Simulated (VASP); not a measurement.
# KF (Fm-3m) in VASP: notebook

KF is run at these levels: revPBE, RPBE; tasks: single point.

All numbers are computed with VASP 6.6.1; they aren't measurements. Logs are shortened: lines on timing, memory, paths and dates and some standing lists are left out, and cuts for length are marked.

### Step 1. The cell of the first run

Symmetry: Fm-3m, No. 225, cubic system. The conventional cell has a = 5.480 Å, b = 5.480 Å, c = 5.480 Å, α = 90.00°, β = 90.00°, γ = 90.00°. K (site symmetry m-3m) has 6 F at 2.74 Å within 3.6 Å. Within 3.6 Å of F (site symmetry m-3m) lie 6 K at 2.74 Å.

### Step 2. Single point, revPBE (20.57 Å³/atom)

INCAR

```
SYSTEM = KF
PREC = Accurate
ENCUT = 520
EDIFF = 1E-6
ISMEAR = 0
SIGMA = 0.05
LREAL = .FALSE.
LASPH = .TRUE.
NELM = 100
ALGO = Normal
ISIF = 2
LWAVE = .FALSE.
LCHARG = .FALSE.
GGA = RE
NBANDS = 15
```

KPOINTS

```
regular mesh
0
G
  8 8 8
  0 0 0
```

POSCAR

```
KF
1.0
    0.0000000000      2.7401501625      2.7401501625
    2.7401501625      0.0000000000      2.7401501625
    2.7401501625      2.7401501625      0.0000000000
K F
1 1
Direct
    0.0000000000      0.0000000000      0.0000000000
    0.5000000000      0.5000000000      0.5000000000
```

Potentials or basis: VASP PAW PBE potentials, release 64 (K_sv, F).

Started as:

```sh
$ cat potpaw_PBE.64/K_sv/POTCAR potpaw_PBE.64/F/POTCAR > POTCAR
$ mpirun -np 1 vasp_std > vasp.out
```

OUTCAR:

```text
SYSTEM = KF
   PREC = Accurate
   ENCUT = 520
   EDIFF = 1E-6
   ISMEAR = 0
   LREAL = .FALSE.
   LASPH = .TRUE.
   NELM = 100
   ISIF = 2
   GGA = RE

 ion  position               nearest neighbor table
   1  0.000  0.000  0.000-   2 2.74   2 2.74   2 2.74   2 2.74   2 2.74   2 2.74
   2  0.500  0.500  0.500-   1 2.74   1 2.74   1 2.74   1 2.74   1 2.74   1 2.74

  LATTYP: Found a face centered cubic cell.
 ALAT       =     5.4803003250

  Lattice vectors:

 A1 = (   0.0000000000,   2.7401501625,   2.7401501625)
 A2 = (   2.7401501625,   0.0000000000,   2.7401501625)
 A3 = (   2.7401501625,   2.7401501625,   0.0000000000)

Analysis of symmetry for initial positions (statically):
=====================================================================
 Subroutine PRICEL returns:
 Original cell was already a primitive cell.

 Routine SETGRP: Setting up the symmetry group for a
 face centered cubic supercell.

 Subroutine GETGRP returns: Found 48 space group operations
 (whereof 48 operations were pure point group operations)
 out of a pool of 48 trial point group operations.

The static configuration has the point symmetry O_h .

Analysis of symmetry for dynamics (positions and initial velocities):
=====================================================================
 Subroutine PRICEL returns:
 Original cell was already a primitive cell.

 Routine SETGRP: Setting up the symmetry group for a
 face centered cubic supercell.

 Subroutine GETGRP returns: Found 48 space group operations
 (whereof 48 operations were pure point group operations)
 out of a pool of 48 trial point group operations.

The dynamic configuration has the point symmetry O_h .

 Subroutine INISYM returns: Found 48 space group operations
 (whereof 48 operations are pure point group operations),
 and found     1 'primitive' translations

----------------------------------------------------------------------------------------

                                     Primitive cell

  volume of cell :      41.1484

  direct lattice vectors                    reciprocal lattice vectors
     0.000000000  2.740150162  2.740150162    -0.182471752  0.182471752  0.182471752
     2.740150162  0.000000000  2.740150162     0.182471752 -0.182471752  0.182471752
     2.740150162  2.740150162  0.000000000     0.182471752  0.182471752 -0.182471752

  length of vectors
     3.875157523  3.875157523  3.875157523     0.316050345  0.316050345  0.316050345

  position of ions in fractional coordinates (direct lattice)
     0.000000000  0.000000000  0.000000000
     0.500000000  0.500000000  0.500000000

  ion indices of the primitive-cell ions
   primitive index   ion index
                 1           1
                 2           2

----------------------------------------------------------------------------------------

 KPOINTS: regular mesh

Automatic generation of k-mesh.
 Grid dimensions read from file:
 generate k-points for:    8    8    8

 Generating k-lattice:

  Cartesian coordinates                     Fractional coordinates (reciprocal lattice)
    -0.022808969  0.022808969  0.022808969     0.125000000  0.000000000  0.000000000
     0.022808969 -0.022808969  0.022808969     0.000000000  0.125000000  0.000000000
     0.022808969  0.022808969 -0.022808969     0.000000000  0.000000000  0.125000000

  Length of vectors
     0.039506293  0.039506293  0.039506293

  Shift w.r.t. Gamma in fractional coordinates (k-lattice)
     0.000000000  0.000000000  0.000000000

 Subroutine IBZKPT returns following result:
 ===========================================

 Found     29 irreducible k-points:

 Following reciprocal coordinates:
            Coordinates               Weight
  0.000000  0.000000  0.000000      1.000000
  0.125000  0.000000  0.000000      8.000000
  0.250000  0.000000  0.000000      8.000000
  0.375000  0.000000  0.000000      8.000000
  0.500000  0.000000  0.000000      4.000000
  0.125000  0.125000  0.000000      6.000000
[... 16 lines left out ...]
  0.500000  0.250000  0.125000     48.000000
 -0.375000  0.250000  0.125000     24.000000
 [... further k-points ...]
   k-points           NKPTS =     29   k-points in BZ     NKDIM =     29   number of bands    NBANDS=     15
   number of dos      NEDOS =    301   number of ions     NIONS =      2
   total plane-waves  NPLWV =  27000
   dimension x,y,z NGX =    30 NGY =   30 NGZ =   30
   dimension x,y,z NGXF=    60 NGYF=   60 NGZF=   60
   ions per type =               1   1
   NGX,Y,Z   is equivalent  to a cutoff of  12.87, 12.87, 12.87 a.u.
   NGXF,Y,Z  is equivalent  to a cutoff of  25.74, 25.74, 25.74 a.u.
 SYSTEM =  KF
   PREC   = accura    normal or accurate (medium, high low for compatibility)
   ISTART =      0    job   : 0-new  1-cont  2-samecut
   ICHARG =      2    charge: 1-file 2-atom 10-const
   ISPIN  =      1    spin polarized calculation?
   LNONCOLLINEAR =      F non collinear calculations
   LSORBIT =      F    spin-orbit coupling
   LASPH  =      T    aspherical Exc in radial PAW
   ENCUT  =  520.0 eV  38.22 Ry    6.18 a.u.   7.21  7.21  7.21*2*pi/ulx,y,z
   NELM   =    100;   NELMIN=  2; NELMDL= -5     # of ELM steps
   EDIFF  = 0.1E-05   stopping-criterion for ELM
   LREAL  =      F    real-space projection
   EDIFFG = 0.1E-04   stopping-criterion for IOM
   NSW    =      0    number of steps for IOM
   IBRION =     -1    ionic relax: 0-MD 1-quasi-New 2-CG
   NFREE  =      0    steps in history (QN), initial steepest desc. (CG)
   ISIF   =      2    stress and relaxation
   ISYM   =      2    0-nonsym 1-usesym 2-fastsym
   POTIM  = 0.5000    time-step for ionic-motion
   TEBEG  =    0.0;   TEEND  =   0.0 temperature during run
   PSTRESS=    0.0 pullay stress
   NELECT =      16.0000    total number of electrons
   NUPDOWN=      -1.0000    fix difference up-down
   EMIN   =  10.00;   EMAX   =-10.00  energy-range for DOS
   EFERMI =   0.00;   METHOD = LEGACY
   ISMEAR =     0;   SIGMA  =   0.05  broadening in eV -4-tet -1-fermi 0-gaus
   EFERMI_NEDOS =   21; number of points for ismear=-14 and -15
   IALGO  =     38    algorithm
   IMIX   =      4    mixing-type and parameters
     AMIX     =   0.40;   BMIX     =  1.00
     AMIX_MAG =   1.60;   BMIX_MAG =  1.00
  volume/ion in A,a.u.               =      20.57       138.84
  Fermi-wavevector in a.u.,A,eV,Ry     =   1.194897  2.258028 19.426110  1.427779
  Thomas-Fermi vector in A             =   2.330876
   LORBIT       =      0    0 simple, 1 ext, 2 COOP (PROOUT), +10 PAW based schemes
   GGA     = RE    functional components
   LHFCALC =     F    Hartree Fock is set to
   AEXX    =    0.0000 exact exchange contribution
   IVDW    =     0    specifies the selected vdW correction
   LEPSILON=     F    determine dielectric tensor
   LRPA    =     F    only Hartree local field effects (RPA)
 non-spin polarized calculation
 Gauss-broadening in eV      SIGMA  =   0.05
  energy-cutoff  :      520.00
  volume of cell :       41.15
 maximum number of plane-waves:      1124
 NGX is ok and might be reduce to    30
   NGX = 15   NGY = 15   NGZ = 15

 number of electron      15.9999995 magnetization

 Free energy of the ion-electron system (eV)
  ---------------------------------------------------
  ext. energy  EPLUGINS =         0.00000000
  ---------------------------------------------------
  free energy    TOTEN  =        -7.91466094 eV

  energy without entropy =       -7.91466094  energy(sigma->0) =       -7.91466094

 E-fermi :  -2.4827     XC(G=0):  -7.6822

 val. band max:       -2.8033220939   @ k =   0.0000   0.0000   0.0000
 cond. band min:       3.2878720346   @ k =   0.0000   0.0000   0.0000
 fundamental gap:      6.0911941286
 Fermi energy:        -2.4826671913

 k-point     1 :       0.0000    0.0000    0.0000
  band No.  band energies     occupation
      1     -29.3115      2.00000
      2     -21.5091      2.00000
      3     -12.5820      2.00000
      4     -12.5820      2.00000
      5     -12.5820      2.00000
      6      -2.8033      2.00000
      7      -2.8033      2.00000
      8      -2.8033      2.00000
      9       3.2879      0.00000
     10       7.7602      0.00000
     11       7.7602      0.00000
     12       7.7602      0.00000
     13       9.2654      0.00000
     14       9.2654      0.00000
     15      14.0936      0.00000

 k-point     2 :       0.1250    0.0000    0.0000
  band No.  band energies     occupation
      1     -29.3023      2.00000
      2     -21.5176      2.00000
      3     -12.6148      2.00000
      4     -12.5866      2.00000
      5     -12.5866      2.00000
      6      -2.9219      2.00000
      7      -2.8460      2.00000
      8      -2.8460      2.00000
      9       3.6866      0.00000
     10       7.5450      0.00000
     11       7.9487      0.00000
     12       7.9487      0.00000
     13       9.3867      0.00000
     14       9.3867      0.00000
     15      14.7386      0.00000

 k-point     3 :       0.2500    0.0000    0.0000
  band No.  band energies     occupation
      1     -29.2800      2.00000
      2     -21.5364      2.00000
      3     -12.6931      2.00000
      4     -12.5976      2.00000
      5     -12.5976      2.00000
      6      -3.1763      2.00000
      7      -2.9470      2.00000
      8      -2.9470      2.00000
      9       4.7020      0.00000
     10       7.2255      0.00000
     11       8.4074      0.00000
     12       8.4074      0.00000
     13       9.7758      0.00000
     14       9.7758      0.00000
     15      15.3038      0.00000
[... 343 lines left out ...]
 k-point    23 :       0.5000    0.2500    0.1250
  band No.  band energies     occupation
      1     -29.2472      2.00000
      2     -21.5440      2.00000
      3     -12.7958      2.00000
      4     -12.7317      2.00000
      5     -12.6342      2.00000
      6      -3.2942      2.00000
      7      -3.0519      2.00000
      8      -2.9533      2.00000
      9       6.2670      0.00000
     10       6.7827      0.00000
     11       8.6324      0.00000
     12       9.4380      0.00000
     13      10.2638      0.00000
     14      11.1388      0.00000
     15      12.7984      0.00000

 k-point    24 :      -0.3750    0.2500    0.1250
  band No.  band energies     occupation
      1     -29.2400      2.00000
      2     -21.5467      2.00000
      3     -12.8290      2.00000
      4     -12.7435      2.00000
      5     -12.6410      2.00000
      6      -3.3002      2.00000
      7      -3.0417      2.00000
      8      -3.0316      2.00000
      9       6.5143      0.00000
     10       7.1622      0.00000
     11       8.5356      0.00000
     12       9.5580      0.00000
     13      10.6787      0.00000
     14      11.6688      0.00000
     15      11.8378      0.00000

 [... further k-points ...]

------------------------ aborting loop because EDIFF is reached ----------------------------------------

  FORCE on cell =-STRESS in cart. coord.  units (eV):
  Direction    XX          YY          ZZ          XY          YZ          ZX
  --------------------------------------------------------------------------------------
  -------------------------------------------------------------------------------------
  Total        0.2632464      0.2632464      0.2632464     -0.0000000      0.0000000      0.0000000
  in kB       10.2499073     10.2499073     10.2499073     -0.0000000      0.0000000      0.0000000
  external PRESSURE =      10.2499073 kB  Pullay stress =       0.0000000 kB

 VOLUME and BASIS-vectors are now :
 -----------------------------------------------------------------------------
  energy-cutoff  :      520.00
  volume of cell :       41.15
      direct lattice vectors                 reciprocal lattice vectors
     0.000000000  2.740150162  2.740150162    -0.182471752  0.182471752  0.182471752
     2.740150162  0.000000000  2.740150162     0.182471752 -0.182471752  0.182471752
     2.740150162  2.740150162  0.000000000     0.182471752  0.182471752 -0.182471752

 POSITION                                       TOTAL-FORCE (eV/Angst)
 -----------------------------------------------------------------------------------
      0.00000      0.00000      0.00000         0.000000     -0.000000     -0.000000
      2.74015      2.74015      2.74015        -0.000000      0.000000      0.000000
 -----------------------------------------------------------------------------------
    total drift:                                0.000000      0.000000      0.000000

  FREE ENERGIE OF THE ION-ELECTRON SYSTEM (eV)
  ---------------------------------------------------
  free  energy   TOTEN  =        -7.9146609413 eV

  energy  without entropy=       -7.9146609413  energy(sigma->0) =       -7.91466094
```

Run time: 45 s. Hardware: 1 thread of Intel Xeon 8259CL, shared host; peak memory 0.17 GiB.

What came out:

```yaml
Free_energy: -7.9147 eV
Pressure: 1.0 GPa
Band_gap_on_the_k_mesh: 6.09 eV
```

Levels at points of the mesh, in eV from the valence-band top:
```
           k point  band 5  band 6  band 7  band 8  band 9  band 10  band 11  band 12
(0.00, 0.00, 0.00)   -9.78    0.00    0.00    0.00    6.09    10.56    10.56    10.56
(0.50, 0.00, 0.00)   -9.81   -0.68   -0.28   -0.28    8.97    10.36    11.77    11.77
(0.50, 0.50, 0.00)   -9.94   -0.23   -0.07   -0.07    8.34    10.02    11.55    13.19
```

Caveat: the PAW data sets were made with another functional, which shifts forces and pressure a little. A k mesh can miss the band edges.

(Part 1 of 2 ends here.)
